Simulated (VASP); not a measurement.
# CuO (P1) in VASP: notebook, part 2 of 3

VASP 6.6.1. The steps go on from the part before.

### Step 4. Single point, BLYP

This run uses another cell than the first one, of 10.23 Å³/atom.

File INCAR:

```
SYSTEM = CuO
AGGAC = 1.0
AGGAX = 1.0
ALDAC = 0.0
ALDAX = 1.0
ALGO = Normal
EDIFF = 1E-6
ENCUT = 520
GGA = B5
ISIF = 2
ISMEAR = -1
LASPH = .True.
LCHARG = .False.
LREAL = .False.
LWAVE = .False.
NBANDS = 25
NELM = 80
PREC = Accurate
SIGMA = 0.05
```

File KPOINTS:

```
k-points
0
Gamma
  10 10 5
  0 0 0
```

File POSCAR:

```
CuO
1.0
    0.1908595110     -2.1866748050     -2.0566752500
   -2.0330995623      0.1069991723     -1.9728149112
    2.3989836139      2.3009778404     -4.4185130464
Cu O
2 2
Direct
    0.4562322400      0.5306856300      0.4854117400
    0.9742842800      0.9858673900      0.0243612000
    0.8016626700      0.7447211200      0.7392802400
    0.2678208100      0.2387258700      0.2509468100
```

Potentials or basis: VASP PAW PBE potentials, release 64 (Cu, O).

The run is started by

```sh
cat potpaw_PBE.64/Cu/POTCAR potpaw_PBE.64/O/POTCAR > POTCAR
mpirun -np 1 vasp_std > vasp.out
```

OUTCAR:

```text
SYSTEM = CuO
   EDIFF = 1E-6
   ENCUT = 520
   GGA = B5
   ISIF = 2
   ISMEAR = -1
   LASPH = .True.
   LREAL = .False.
   NELM = 80
   PREC = Accurate

 ion  position               nearest neighbor table
   1  0.456  0.531  0.485-   4 2.01   4 2.04   3 2.05   3 2.27   3 2.30   4 2.35
   2  0.974  0.986  0.024-   4 2.10   4 2.11   3 2.12   4 2.13   3 2.27
   3  0.802  0.745  0.739-   1 2.05   2 2.12   2 2.27   1 2.27   1 2.30
   4  0.268  0.239  0.251-   1 2.01   1 2.04   2 2.10   2 2.11   2 2.13   1 2.35

  Warning from LATTYP: Got some problem with cell dimensions!
  Tried to take original basis but could not verify dimensions!
  LATTYP: Found a triclinic cell.
 ALAT       =     3.1959297286
 B/A-ratio  =     2.7251577931
 C/A-ratio  =     2.2383871059
 COS(alpha) =     0.0043496800
 COS(beta)  =     0.6735101966
 COS(gamma) =     0.7129624061

  Lattice vectors:

 A1 = (   2.2239590733,  -2.2936739773,  -0.0838603388)
 A2 = (   8.6891418118,  -0.2066944815,  -0.5567435628)
 A3 = (   0.0158349704,  -6.7813266227,   2.2779774576)

Analysis of symmetry for initial positions (statically):
=====================================================================
 Subroutine PRICEL returns:
 Original cell was already a primitive cell.

 Routine SETGRP: Setting up the symmetry group for a
 triclinic supercell.

 Subroutine GETGRP returns: Found  1 space group operations
 (whereof  1 operations were pure point group operations)
 out of a pool of  2 trial point group operations.

The static configuration has the point symmetry C_1 .

Analysis of symmetry for dynamics (positions and initial velocities):
=====================================================================
 Subroutine PRICEL returns:
 Original cell was already a primitive cell.

 Routine SETGRP: Setting up the symmetry group for a
 triclinic supercell.

 Subroutine GETGRP returns: Found  1 space group operations
 (whereof  1 operations were pure point group operations)
 out of a pool of  2 trial point group operations.

The dynamic configuration has the point symmetry C_1 .

 Subroutine INISYM returns: Found  1 space group operations
 (whereof  1 operations are pure point group operations),
 and found     1 'primitive' translations

----------------------------------------------------------------------------------------

                                     Primitive cell

  volume of cell :      40.9179

  direct lattice vectors                    reciprocal lattice vectors
     0.190859511 -2.186674805 -2.056675250     0.099384919 -0.335208163 -0.120602510
    -2.033099562  0.106999172 -1.972814911    -0.351782501  0.099971185 -0.138935648
     2.398983614  2.300977840 -4.418513046     0.110806340  0.111392607 -0.108150747

  length of vectors
     3.007970602  2.834949969  5.529274721     0.369847050  0.391213854  0.190743131

  position of ions in fractional coordinates (direct lattice)
     0.456232240  0.530685630  0.485411740
     0.974284280  0.985867390  0.024361200
     0.801662670  0.744721120  0.739280240
     0.267820810  0.238725870  0.250946810

  ion indices of the primitive-cell ions
   primitive index   ion index
                 1           1
[... 26 lines left out ...]
 ===========================================

 Found    252 irreducible k-points:

 Following reciprocal coordinates:
            Coordinates               Weight
  0.000000  0.000000  0.000000      1.000000
  0.100000  0.000000  0.000000      2.000000
  0.200000  0.000000  0.000000      2.000000
  0.300000  0.000000  0.000000      2.000000
  0.400000 -0.000000 -0.000000      2.000000
  0.500000 -0.000000  0.000000      1.000000
[... 16 lines left out ...]
 -0.400000  0.200000  0.000000      2.000000
 -0.300000  0.200000  0.000000      2.000000
 [... further k-points ...]
   k-points           NKPTS =    252   k-points in BZ     NKDIM =    252   number of bands    NBANDS=     25
   number of dos      NEDOS =    301   number of ions     NIONS =      4
   total plane-waves  NPLWV =  24192
   dimension x,y,z NGX =    24 NGY =   24 NGZ =   42
   dimension x,y,z NGXF=    48 NGYF=   48 NGZF=   84
   ions per type =               2   2
   NGX,Y,Z   is equivalent  to a cutoff of  13.26, 14.07, 12.63 a.u.
   NGXF,Y,Z  is equivalent  to a cutoff of  26.53, 28.15, 25.26 a.u.
 SYSTEM =  CuO
   PREC   = accura    normal or accurate (medium, high low for compatibility)
   ISTART =      0    job   : 0-new  1-cont  2-samecut
   ICHARG =      2    charge: 1-file 2-atom 10-const
   ISPIN  =      1    spin polarized calculation?
   LNONCOLLINEAR =      F non collinear calculations
   LSORBIT =      F    spin-orbit coupling
   LASPH  =      T    aspherical Exc in radial PAW
   ENCUT  =  520.0 eV  38.22 Ry    6.18 a.u.   5.59  5.27 10.28*2*pi/ulx,y,z
   NELM   =     80;   NELMIN=  2; NELMDL= -5     # of ELM steps
   EDIFF  = 0.1E-05   stopping-criterion for ELM
   LREAL  =      F    real-space projection
   EDIFFG = 0.1E-04   stopping-criterion for IOM
   NSW    =      0    number of steps for IOM
   IBRION =     -1    ionic relax: 0-MD 1-quasi-New 2-CG
   NFREE  =      0    steps in history (QN), initial steepest desc. (CG)
   ISIF   =      2    stress and relaxation
   ISYM   =      2    0-nonsym 1-usesym 2-fastsym
   POTIM  = 0.5000    time-step for ionic-motion
   TEBEG  =    0.0;   TEEND  =   0.0 temperature during run
   PSTRESS=    0.0 pullay stress
   NELECT =      34.0000    total number of electrons
   NUPDOWN=      -1.0000    fix difference up-down
   EMIN   =  10.00;   EMAX   =-10.00  energy-range for DOS
   EFERMI =   0.00;   METHOD = LEGACY
   ISMEAR =    -1;   SIGMA  =   0.05  broadening in eV -4-tet -1-fermi 0-gaus
   EFERMI_NEDOS =   21; number of points for ismear=-14 and -15
   IALGO  =     38    algorithm
   IMIX   =      4    mixing-type and parameters
     AMIX     =   0.40;   BMIX     =  1.00
     AMIX_MAG =   1.60;   BMIX_MAG =  1.00
  volume/ion in A,a.u.               =      10.23        69.03
  Fermi-wavevector in a.u.,A,eV,Ry     =   1.539087  2.908453 32.229335  2.368789
  Thomas-Fermi vector in A             =   2.645364
   LORBIT       =      0    0 simple, 1 ext, 2 COOP (PROOUT), +10 PAW based schemes
   GGA     = B5    functional components
   LHFCALC =     F    Hartree Fock is set to
   AEXX    =    0.0000 exact exchange contribution
   IVDW    =     0    specifies the selected vdW correction
   LEPSILON=     F    determine dielectric tensor
   LRPA    =     F    only Hartree local field effects (RPA)
 non-spin polarized calculation
  energy-cutoff  :      520.00
  volume of cell :       40.92
 maximum number of plane-waves:      1115
 NGX is ok and might be reduce to    24
   NGX = 11   NGY = 11   NGZ = 21

 number of electron      34.0000004 magnetization

 Free energy of the ion-electron system (eV)
  ---------------------------------------------------
  ext. energy  EPLUGINS =         0.00000000
  ---------------------------------------------------
  free energy    TOTEN  =       -17.01448491 eV

  energy without entropy =      -16.98365621  energy(sigma->0) =      -16.99907056

 E-fermi :   5.4724     XC(G=0): -11.4292

 val. band max:        5.4696654055   @ k =  -0.3000   0.2000   0.4000
 cond. band min:       5.4732172794   @ k =   0.3000   0.1000   0.4000
 fundamental gap:      0.0035518739
 Fermi energy:         5.4724174508

 k-point     1 :       0.0000    0.0000    0.0000
  band No.  band energies     occupation
      1     -13.5545      2.00000
      2     -12.1234      2.00000
      3      -1.4336      2.00000
      4       0.8983      2.00000
      5       1.2978      2.00000
      6       2.4105      2.00000
[... 661 lines left out ...]
     24      17.7330      0.00000
     25      18.8812      0.00000

 [... further k-points ...]

------------------------ aborting loop because EDIFF is reached ----------------------------------------

  FORCE on cell =-STRESS in cart. coord.  units (eV):
  Direction    XX          YY          ZZ          XY          YZ          ZX
  --------------------------------------------------------------------------------------
  -------------------------------------------------------------------------------------
  Total       -0.0050010      0.2879531      0.0760573      0.3667919      0.5315210      2.0850208
  in kB       -0.1958196     11.2750518      2.9780892     14.3620551     20.8121639     81.6407924
  external PRESSURE =       4.6857738 kB  Pullay stress =       0.0000000 kB

 VOLUME and BASIS-vectors are now :
 -----------------------------------------------------------------------------
  energy-cutoff  :      520.00
  volume of cell :       40.92
      direct lattice vectors                 reciprocal lattice vectors
     0.190859511 -2.186674805 -2.056675250     0.099384919 -0.335208163 -0.120602510
    -2.033099562  0.106999172 -1.972814911    -0.351782501  0.099971185 -0.138935648
     2.398983614  2.300977840 -4.418513046     0.110806340  0.111392607 -0.108150747

 POSITION                                       TOTAL-FORCE (eV/Angst)
 -----------------------------------------------------------------------------------
      0.17263      0.17607     -4.13006         1.106338      0.066344     -1.245744
     -1.75997     -1.96890     -4.05636        -0.795380     -1.035501      0.604155
      0.41243      0.02778     -6.38448         0.077552      0.566897      0.029555
      0.16778      0.01733     -2.13059        -0.388510      0.402260      0.612034
 -----------------------------------------------------------------------------------
    total drift:                               -0.000098      0.000702     -0.000564

  FREE ENERGIE OF THE ION-ELECTRON SYSTEM (eV)
  ---------------------------------------------------
  free  energy   TOTEN  =       -17.0144849059 eV

  energy  without entropy=      -16.9836562135  energy(sigma->0) =      -16.99907056
```

OSZICAR:

```text
N       E                     dE             d eps       ncg     rms          rms(c)
DAV:   1     0.302366961060E+03    0.30237E+03   -0.16200E+04 13208   0.217E+03
DAV:   2     0.138745056666E+02   -0.28849E+03   -0.26666E+03 12969   0.401E+02
DAV:   3    -0.221556488487E+02   -0.36030E+02   -0.33889E+02 14981   0.156E+02
DAV:   4    -0.234675922498E+02   -0.13119E+01   -0.12998E+01 15860   0.322E+01
DAV:   5    -0.234914282175E+02   -0.23836E-01   -0.23826E-01 16023   0.387E+00    0.169E+01
DAV:   6    -0.211419778541E+02    0.23495E+01   -0.36874E+01 17487   0.142E+02    0.157E+01
DAV:   7    -0.175451930903E+02    0.35968E+01   -0.17483E+01 16794   0.112E+02    0.611E+00
DAV:   8    -0.171394884718E+02    0.40570E+00   -0.20343E+00 19817   0.165E+01    0.304E+00
DAV:   9    -0.171188202967E+02    0.20668E-01   -0.28544E-01 19656   0.193E+01    0.290E+00
DAV:  10    -0.170273397874E+02    0.91481E-01   -0.11470E-01 22184   0.142E+01    0.106E+00
DAV:  11    -0.170202652525E+02    0.70745E-02   -0.65842E-02 18781   0.626E+00    0.611E-01
DAV:  12    -0.170153365743E+02    0.49287E-02   -0.19100E-02 19603   0.458E+00    0.255E-01
DAV:  13    -0.170144433187E+02    0.89326E-03   -0.36997E-03 20355   0.153E+00    0.633E-02
DAV:  14    -0.170145739214E+02   -0.13060E-03   -0.55218E-04 19689   0.378E-01    0.766E-02
DAV:  15    -0.170144878274E+02    0.86094E-04   -0.19719E-04 20474   0.312E-01    0.198E-02
DAV:  16    -0.170144864280E+02    0.13994E-05   -0.17602E-05 19847   0.122E-01    0.119E-02
DAV:  17    -0.170144848017E+02    0.16263E-05   -0.40463E-06 12826   0.573E-02    0.171E-03
DAV:  18    -0.170144849059E+02   -0.10416E-06   -0.23380E-06  8714   0.191E-02
   1 F= -.17014485E+02 E0= -.16999071E+02  d E =-.308287E-01
```

Wall time 2.8 min (1 thread of Intel Xeon 6975P-C (Granite Rapids), shared host); peak memory 0.32 GiB.

Results:

| Property | Result |
| --- | --- |
| Free energy | -17.0145 eV |
| Pressure | 0.5 GPa |
| Largest force | 1.667 eV/Å |
| Band gap on the k mesh | zero (bands 17 and 18 overlap by 0.72 eV) |

Forces in eV/Å, atoms in the order of the input:
```
Cu   1.106  0.066 -1.246
Cu  -0.795 -1.036  0.604
O    0.078  0.567  0.030
O   -0.389  0.402  0.612
```

Levels at points of the mesh, in eV from the Fermi level:
```tsv
k point	band 15	band 16	band 17	band 18	band 19	band 20
(0.00, 0.00, 0.00)	-1.08	-0.92	0.33	0.60	1.27	6.41
(0.50, 0.00, 0.00)	-0.92	-0.60	-0.27	-0.16	6.52	6.89
(0.00, 0.50, 0.00)	-0.88	-0.65	-0.22	-0.17	6.85	7.07
(0.50, 0.50, 0.00)	-1.40	-1.15	0.46	0.77	5.30	5.74
```

Caveat: the PAW data sets were made with another functional, which shifts forces and pressure a little; semilocal functionals often make such compounds metallic where correlation or magnetic order opens a gap, which also shifts bond lengths. With open d or f shells a metallic result of BLYP can be an artefact of self-interaction; +U or a hybrid may open a gap.

[end of part 2 of 3]
